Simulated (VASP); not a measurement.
# CdS3 (P6_3/mmc) in VASP: notebook

CdS3 is run at these levels: PBE; tasks: single point, relaxation of cell and atoms.

Program: VASP 6.6.1. These are calculated values, not measurements. Logs are shortened: lines on timing, memory, paths and dates and some standing lists are left out, and cuts for length are marked.

## (1) The cell of the first run

The structure is hexagonal, space group P6_3/mmc (No. 194). The conventional cell has a = 6.936 Å, b = 6.936 Å, c = 6.730 Å, α = 90.00°, β = 90.00°, γ = 120.00°. Within 4.7 Å of Cd (site symmetry -6m2) lie 12 S at 3.56 to 3.58 Å. Within 2.8 Å of S (site symmetry mm2) lie 2 S at 2.10 Å.

The cell was built from a structure type or drawn by symmetry, and may not be a known phase.

## (2) Single point, PBE

Input file INCAR:

```
PREC = Accurate
ENCUT = 500
EDIFF = 1E-6
ISMEAR = 0
SIGMA = 0.1
LREAL = F
LASPH = T
NELM = 120
ALGO = Normal
ISIF = 2
LWAVE = F
LCHARG = T
GGA = PE
LELF = T
LVHAR = T
NBANDS = 40
GGA_COMPAT = F
```

Input file KPOINTS:

```
Automatic mesh
0
Gamma
  6 6 8
```

Input file POSCAR:

```
CdS3
1.0
    6.9356152869      0.0000000000      0.0000000000
   -3.4678076435      6.0064190293      0.0000000000
    0.0000000000      0.0000000000      6.7300665080
Cd S
2 6
Direct
    0.3333333333      0.6666666667      0.7500000000
    0.6666666667      0.3333333333      0.2500000000
    0.2325583181      0.4651166361      0.2500000000
    0.5348833639      0.7674416819      0.2500000000
    0.2325583181      0.7674416819      0.2500000000
    0.7674416819      0.5348833639      0.7500000000
    0.4651166361      0.2325583181      0.7500000000
    0.7674416819      0.2325583181      0.7500000000
```

Potentials or basis: VASP PAW PBE potentials, release 64 (Cd, S).

Launch:

```
cat potpaw_PBE.64/Cd/POTCAR potpaw_PBE.64/S/POTCAR > POTCAR
mpirun -np 1 vasp_std > vasp.out
```

OUTCAR:

```text
PREC = Accurate
   ENCUT = 500
   EDIFF = 1E-6
   ISMEAR = 0
   LREAL = F
   LASPH = T
   NELM = 120
   ISIF = 2
   GGA = PE

 ion  position               nearest neighbor table
   1  0.333  0.667  0.750-
   2  0.667  0.333  0.250-
   3  0.233  0.465  0.250-   4 2.10   5 2.10
   4  0.535  0.767  0.250-   3 2.10   5 2.10
   5  0.233  0.767  0.250-   3 2.10   4 2.10
   6  0.767  0.535  0.750-   7 2.10   8 2.10
   7  0.465  0.233  0.750-   6 2.10   8 2.10
   8  0.767  0.233  0.750-   6 2.10   7 2.10

  LATTYP: Found a hexagonal cell.
 ALAT       =     6.9356152869
 C/A-ratio  =     0.9703632958

  Lattice vectors:

 A1 = (   6.9356152869,   0.0000000000,   0.0000000000)
 A2 = (  -3.4678076435,   6.0064190293,   0.0000000000)
 A3 = (   0.0000000000,   0.0000000000,   6.7300665080)

Analysis of symmetry for initial positions (statically):
=====================================================================
 Subroutine PRICEL returns:
 Original cell was already a primitive cell.

 Routine SETGRP: Setting up the symmetry group for a
 hexagonal supercell.

 Subroutine GETGRP returns: Found 24 space group operations
 (whereof 12 operations were pure point group operations)
 out of a pool of 24 trial point group operations.

The static configuration has the point symmetry D_3d.
 The point group associated with its full space group is D_6h.

Analysis of symmetry for dynamics (positions and initial velocities):
=====================================================================
 Subroutine PRICEL returns:
 Original cell was already a primitive cell.

 Routine SETGRP: Setting up the symmetry group for a
 hexagonal supercell.

 Subroutine GETGRP returns: Found 24 space group operations
 (whereof 12 operations were pure point group operations)
 out of a pool of 24 trial point group operations.

The dynamic configuration has the point symmetry D_3d.
 The point group associated with its full space group is D_6h.

 Subroutine INISYM returns: Found 24 space group operations
 (whereof 12 operations are pure point group operations),
 and found     1 'primitive' translations

----------------------------------------------------------------------------------------

                                     Primitive cell

  volume of cell :     280.3625

  direct lattice vectors                    reciprocal lattice vectors
     6.935615287  0.000000000  0.000000000     0.144183314  0.083244275  0.000000000
    -3.467807644  6.006419029  0.000000000     0.000000000  0.166488551  0.000000000
     0.000000000  0.000000000  6.730066508     0.000000000  0.000000000  0.148586942

  length of vectors
     6.935615287  6.935615287  6.730066508     0.166488551  0.166488551  0.148586942

  position of ions in fractional coordinates (direct lattice)
     0.333333333  0.666666667  0.750000000
     0.666666667  0.333333333  0.250000000
     0.232558318  0.465116636  0.250000000
     0.534883364  0.767441682  0.250000000
     0.232558318  0.767441682  0.250000000
     0.767441682  0.534883364  0.750000000
     0.465116636  0.232558318  0.750000000
     0.767441682  0.232558318  0.750000000

  ion indices of the primitive-cell ions
   primitive index   ion index
                 1           1
                 2           2
                 3           3
                 4           4
                 5           5
                 6           6
                 7           7
                 8           8

----------------------------------------------------------------------------------------

 KPOINTS: Automatic mesh

Automatic generation of k-mesh.
 Grid dimensions read from file:
 generate k-points for:    6    6    8

 Generating k-lattice:

  Cartesian coordinates                     Fractional coordinates (reciprocal lattice)
     0.024030552  0.013874046  0.000000000     0.166666667  0.000000000  0.000000000
     0.000000000  0.027748092  0.000000000     0.000000000  0.166666667  0.000000000
     0.000000000  0.000000000  0.018573368     0.000000000  0.000000000  0.125000000

  Length of vectors
     0.027748092  0.027748092  0.018573368

  Shift w.r.t. Gamma in fractional coordinates (k-lattice)
     0.000000000  0.000000000  0.000000000

 Subroutine IBZKPT returns following result:
 ===========================================

 Found     35 irreducible k-points:

 Following reciprocal coordinates:
            Coordinates               Weight
  0.000000  0.000000  0.000000      1.000000
  0.166667  0.000000  0.000000      6.000000
  0.333333 -0.000000  0.000000      6.000000
  0.500000  0.000000  0.000000      3.000000
  0.166667  0.166667  0.000000      6.000000
  0.333333  0.166667  0.000000     12.000000
[... 16 lines left out ...]
  0.166667  0.000000  0.375000     12.000000
  0.333333 -0.000000  0.375000     12.000000
 [... further k-points ...]
   k-points           NKPTS =     35   k-points in BZ     NKDIM =     35   number of bands    NBANDS=     40
   number of dos      NEDOS =    301   number of ions     NIONS =      8
   total plane-waves  NPLWV = 145800
   dimension x,y,z NGX =    54 NGY =   54 NGZ =   50
   dimension x,y,z NGXF=   108 NGYF=  108 NGZF=  100
   ions per type =               2   6
   NGX,Y,Z   is equivalent  to a cutoff of  12.94, 12.94, 12.35 a.u.
   NGXF,Y,Z  is equivalent  to a cutoff of  25.89, 25.89, 24.70 a.u.
 SYSTEM =  unknown system
   PREC   = accura    normal or accurate (medium, high low for compatibility)
   ISTART =      0    job   : 0-new  1-cont  2-samecut
   ICHARG =      2    charge: 1-file 2-atom 10-const
   ISPIN  =      1    spin polarized calculation?
   LNONCOLLINEAR =      F non collinear calculations
   LSORBIT =      F    spin-orbit coupling
   LASPH  =      T    aspherical Exc in radial PAW
   ENCUT  =  500.0 eV  36.75 Ry    6.06 a.u.  12.65 12.65 12.27*2*pi/ulx,y,z
   NELM   =    120;   NELMIN=  2; NELMDL= -5     # of ELM steps
   EDIFF  = 0.1E-05   stopping-criterion for ELM
   LREAL  =      F    real-space projection
   EDIFFG = 0.1E-04   stopping-criterion for IOM
   NSW    =      0    number of steps for IOM
   IBRION =     -1    ionic relax: 0-MD 1-quasi-New 2-CG
   NFREE  =      0    steps in history (QN), initial steepest desc. (CG)
   ISIF   =      2    stress and relaxation
   ISYM   =      2    0-nonsym 1-usesym 2-fastsym
   POTIM  = 0.5000    time-step for ionic-motion
   TEBEG  =    0.0;   TEEND  =   0.0 temperature during run
   PSTRESS=    0.0 pullay stress
   NELECT =      60.0000    total number of electrons
   NUPDOWN=      -1.0000    fix difference up-down
   EMIN   =  10.00;   EMAX   =-10.00  energy-range for DOS
   EFERMI =   0.00;   METHOD = LEGACY
   ISMEAR =     0;   SIGMA  =   0.10  broadening in eV -4-tet -1-fermi 0-gaus
   EFERMI_NEDOS =   21; number of points for ismear=-14 and -15
   IALGO  =     38    algorithm
   IMIX   =      4    mixing-type and parameters
     AMIX     =   0.40;   BMIX     =  1.00
     AMIX_MAG =   1.60;   BMIX_MAG =  1.00
  volume/ion in A,a.u.               =      35.05       236.50
  Fermi-wavevector in a.u.,A,eV,Ry     =   0.979231  1.850479 13.046542  0.958894
  Thomas-Fermi vector in A             =   2.110068
   LORBIT       =      0    0 simple, 1 ext, 2 COOP (PROOUT), +10 PAW based schemes
   GGA     = PE    functional components
   LHFCALC =     F    Hartree Fock is set to
   AEXX    =    0.0000 exact exchange contribution
   IVDW    =     0    specifies the selected vdW correction
   LEPSILON=     F    determine dielectric tensor
   LRPA    =     F    only Hartree local field effects (RPA)
 non-spin polarized calculation
 Gauss-broadening in eV      SIGMA  =   0.10
  energy-cutoff  :      500.00
  volume of cell :      280.36
 maximum number of plane-waves:      7153
 NGX is ok and might be reduce to    54
   NGX = 25   NGY = 25   NGZ = 25

 number of electron      59.9999999 magnetization

 Free energy of the ion-electron system (eV)
  ---------------------------------------------------
  ext. energy  EPLUGINS =         0.00000000
  ---------------------------------------------------
  free energy    TOTEN  =       -22.41410203 eV

  energy without entropy =      -22.41410203  energy(sigma->0) =      -22.41410203

 E-fermi :   0.7324     XC(G=0):  -7.2857

 val. band max:        0.2988284833   @ k =   0.0000   0.0000   0.5000
 cond. band min:       1.2445069114   @ k =   0.5000   0.0000   0.0000
 fundamental gap:      0.9456784281
 Fermi energy:         0.7323784204

 k-point     1 :       0.0000    0.0000    0.0000
  band No.  band energies     occupation
      1     -17.0460      2.00000
      2     -16.9984      2.00000
      3     -11.2922      2.00000
      4     -11.2922      2.00000
      5     -11.2770      2.00000
      6     -11.2770      2.00000
[... 32 lines left out ...]
     39       5.3221      0.00000
     40       5.4071      0.00000

 k-point     2 :       0.1667    0.0000    0.0000
  band No.  band energies     occupation
      1     -17.0426      2.00000
      2     -17.0006      2.00000
      3     -11.3153      2.00000
      4     -11.3114      2.00000
      5     -11.2670      2.00000
      6     -11.2582      2.00000
[... 32 lines left out ...]
     39       5.4516      0.00000
     40       5.5404      0.00000

 k-point     3 :       0.3333   -0.0000    0.0000
  band No.  band energies     occupation
      1     -17.0339      2.00000
      2     -17.0065      2.00000
      3     -11.3448      2.00000
      4     -11.3300      2.00000
      5     -11.2633      2.00000
      6     -11.2405      2.00000
[... 32 lines left out ...]
     39       5.6728      0.00000
     40       5.8045      0.00000

 k-point     4 :       0.5000    0.0000    0.0000
  band No.  band energies     occupation
      1     -17.0274      2.00000
      2     -17.0116      2.00000
      3     -11.3575      2.00000
      4     -11.3369      2.00000
      5     -11.2634      2.00000
      6     -11.2339      2.00000
[... 32 lines left out ...]
     39       5.7656      0.00000
     40       5.9430      0.00000
[... 772 lines left out ...]
     39       5.4140      0.00000
     40       5.6817      0.00000

 k-point    23 :       0.1667    0.0000    0.3750
  band No.  band energies     occupation
      1     -17.0283      2.00000
      2     -17.0122      2.00000
      3     -11.3015      2.00000
      4     -11.2960      2.00000
      5     -11.2830      2.00000
      6     -11.2756      2.00000
[... 32 lines left out ...]
     39       5.3799      0.00000
     40       5.4991      0.00000

 k-point    24 :       0.3333   -0.0000    0.3750
  band No.  band energies     occupation
      1     -17.0241      2.00000
      2     -17.0135      2.00000
      3     -11.3213      2.00000
      4     -11.3037      2.00000
      5     -11.2902      2.00000
      6     -11.2695      2.00000
[... 32 lines left out ...]
     39       5.1496      0.00000
     40       5.1849      0.00000

 [... further k-points ...]
[... 5 lines left out ...]
  --------------------------------------------------------------------------------------
  -------------------------------------------------------------------------------------
  Total       -0.7332285     -0.7332285      0.0337760      0.0000000      0.0000000      0.0000000
  in kB       -4.1901535     -4.1901535      0.1930182      0.0000000      0.0000000      0.0000000
  external PRESSURE =      -2.7290962 kB  Pullay stress =       0.0000000 kB

 VOLUME and BASIS-vectors are now :
 -----------------------------------------------------------------------------
  energy-cutoff  :      500.00
  volume of cell :      280.36
      direct lattice vectors                 reciprocal lattice vectors
     6.935615287  0.000000000  0.000000000     0.144183314  0.083244275  0.000000000
    -3.467807644  6.006419029  0.000000000     0.000000000  0.166488551  0.000000000
     0.000000000  0.000000000  6.730066508     0.000000000  0.000000000  0.148586942

 POSITION                                       TOTAL-FORCE (eV/Angst)
 -----------------------------------------------------------------------------------
     -0.00000      4.00428      5.04755         0.000000     -0.000000      0.000000
      3.46781      2.00214      1.68252        -0.000000     -0.000000      0.000000
      0.00000      2.79369      1.68252        -0.000000      0.207840      0.000000
      1.04841      4.60958      1.68252        -0.179994     -0.103920      0.000000
     -1.04841      4.60958      1.68252         0.179994     -0.103920      0.000000
      3.46781      3.21273      5.04755         0.000000     -0.207840     -0.000000
      2.41940      1.39684      5.04755         0.179994      0.103920      0.000000
      4.51621      1.39684      5.04755        -0.179994      0.103920      0.000000
 -----------------------------------------------------------------------------------
    total drift:                                0.000000     -0.000000      0.000000

  FREE ENERGIE OF THE ION-ELECTRON SYSTEM (eV)
  ---------------------------------------------------
  free  energy   TOTEN  =       -22.4141020273 eV

  energy  without entropy=      -22.4141020273  energy(sigma->0) =      -22.41410203
```

It took 3.6 min on 1 thread of AMD EPYC 9R45 (Zen 5), shared host; peak memory 0.52 GiB.

Results:

* Free energy: -22.4141 eV
* Pressure: -0.3 GPa
* Largest force: 0.208 eV/Å
* Band gap on the k mesh: 0.95 eV (least direct gap 1.38 eV)

Forces in eV/Å, atoms in the order of the input:
```
Cd   0.000  0.000  0.000
Cd   0.000  0.000  0.000
S    0.000  0.208  0.000
S   -0.180 -0.104  0.000
S    0.180 -0.104  0.000
S    0.000 -0.208  0.000
S    0.180  0.104  0.000
S   -0.180  0.104  0.000
```

Levels at points of the mesh, in eV from the valence-band top:
```
           k point  band 28  band 29  band 30  band 31  band 32  band 33
(0.00, 0.00, 0.00)    -0.84    -0.75    -0.70     1.23     1.55     2.06
(0.50, 0.00, 0.00)    -0.94    -0.59    -0.58     0.95     0.97     1.99
(0.00, 0.00, 0.50)    -0.92     0.00     0.00     1.39     1.39     2.27
(0.50, 0.00, 0.50)    -1.01    -0.28    -0.28     1.11     1.11     2.18
```

A k mesh can miss the band edges.

## (3) Relaxation of cell and atoms, PBE

Input file INCAR:

```
SYSTEM = CdS3
  PREC = Accurate
  ENCUT = 500
  EDIFF = 1E-7
  ISMEAR = 0
  SIGMA = 0.02
  LREAL = .FALSE.
  LASPH = .TRUE.
  NELM = 120
  ALGO = Normal
  ISIF = 3
  LWAVE = .FALSE.
  LCHARG = .FALSE.
  GGA = PE
  IBRION = 2
  NSW = 100
  EDIFFG = -0.01
  GGA_COMPAT = .FALSE.
  NELMIN = 4
```

Input file KPOINTS:

```
regular mesh
0
G
  6 6 4
  0 0 0
```

POSCAR is that of step 2.

Potentials or basis: VASP PAW PBE potentials, release 64 (Cd, S).

Launch:

```
cat potpaw_PBE.64/Cd/POTCAR potpaw_PBE.64/S/POTCAR > POTCAR
mpirun -np 1 vasp_std > vasp.out
```

Run time: 4.3 min. Hardware: 1 thread of AMD EPYC 9R45 (Zen 5), shared host; peak memory 0.46 GiB.

Results (log left out):

```
Free energy                           : -22.4167 eV
Relaxed volume                        : 34.94 Å³/atom
Relaxed cell                          : a = 6.925 Å, b = 6.925 Å, c = 6.731 Å, α = 90.00°, β = 90.00°, γ = 120.00°
Space group after relaxing (to 0.1 Å) : P6_3/mmc (No. 194)
Energy gained by relaxing             : 0.4 meV/atom
Ionic steps                           : 3
Pressure after relaxing               : 0.0 GPa
Largest force after relaxing          : 0.008 eV/Å
Band gap on the k mesh                : 0.98 eV (least direct gap 1.43 eV)
```

Forces in eV/Å, atoms in the order of the input:
```
Cd   0.000  0.000  0.000
Cd   0.000  0.000  0.000
S    0.000  0.008  0.000
S   -0.007 -0.004  0.000
S    0.007 -0.004  0.000
S    0.000 -0.008  0.000
S    0.007  0.004  0.000
S   -0.007  0.004  0.000
```

The path:
```tsv
step	energy change (eV)	largest force (eV/Å)	pressure (GPa)	volume (Å³)
1	0.0000	0.2075	-0.27	280.36
2	0.0085	0.3861	0.62	277.98
3	-0.0033	0.0081	0.03	279.53
```

Final structure:
```yaml
crystal:
  lattice:
    - [6.92486, 0.00000, 0.00000]
    - [-3.46243, 5.99710, 0.00000]
    - [0.00000, 0.00000, 6.73083]
  atoms:
    - { symbol: Cd, position: [0.33333, 0.66667, 0.75000] }
    - { symbol: Cd, position: [0.66667, 0.33333, 0.25000] }
    - { symbol: S, position: [0.23285, 0.46570, 0.25000] }
    - { symbol: S, position: [0.53430, 0.76715, 0.25000] }
    - { symbol: S, position: [0.23285, 0.76715, 0.25000] }
    - { symbol: S, position: [0.76715, 0.53430, 0.75000] }
    - { symbol: S, position: [0.46570, 0.23285, 0.75000] }
    - { symbol: S, position: [0.76715, 0.23285, 0.75000] }
```

Levels at points of the mesh, in eV from the valence-band top:
```csv
k point,band 26,band 27,band 28,band 29,band 30,band 31,band 32,band 33,band 34,band 35
"(0.00, 0.00, 0.00)",-0.88,-0.83,-0.83,-0.74,-0.70,1.28,1.60,2.09,2.09,2.40
"(0.50, 0.00, 0.00)",-1.11,-0.98,-0.94,-0.58,-0.57,0.98,1.01,2.03,2.27,2.33
"(0.00, 0.00, 0.50)",-0.91,-0.91,-0.91,0.00,0.00,1.43,1.43,2.31,2.31,2.31
"(0.50, 0.00, 0.50)",-1.01,-1.00,-1.00,-0.29,-0.29,1.15,1.15,2.22,2.22,2.62
```
